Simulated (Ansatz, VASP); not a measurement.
Ir: VASP beside Ansatz

```xyz
8
Lattice="5.0322 0.0000 0.0000 0.0000 5.0322 0.0000 0.0000 0.0000 5.0322" Properties=species:S:1:pos:R:3 pbc="T T T"
Ir    5.0322    5.0322    5.0322
Ir    2.5161    2.5161    2.5161
Ir    1.2581    5.0322    2.5161
Ir    3.7742    0.0000    2.5161
Ir    2.5161    1.2581    0.0000
Ir    2.5161    3.7742    5.0322
Ir    0.0000    2.5161    1.2581
Ir    0.0000    2.5161    3.7742
```

Alike in both runs: functional BLYP; k mesh 5 × 5 × 5; occupations fermi-dirac, width 0.1 eV; no spin polarisation.

Ansatz relaxed the structure, and its values are those at the end. VASP's run is a single point on that final structure, the one shown.

|  | VASP | Ansatz |
| --- | --- | --- |
| version | VASP 6.6.1 | Ansatz 0.2.0 |
| potentials or method | VASP PAW PBE potentials, release 64 (Ir), cutoff 520 eV | plane waves (420 eV) with PAW, scalar-relativistic |
| valence electrons in the cell | 72 | 136 |

Ansatz gave:

```
pressure (GPa) : 0.0
```

Question: Estimate VASP's values.

Answer: Pressure (GPa): 2.0.

VASP's potentials were made for PBE, not for BLYP. The functional is the same, so the differences come from potentials, cutoffs and numerics. VASP's potentials hold 72 valence electrons a cell and Ansatz's 136, so a difference there can come from the potentials and not from the codes.

Neither program's run includes spin-orbit coupling.
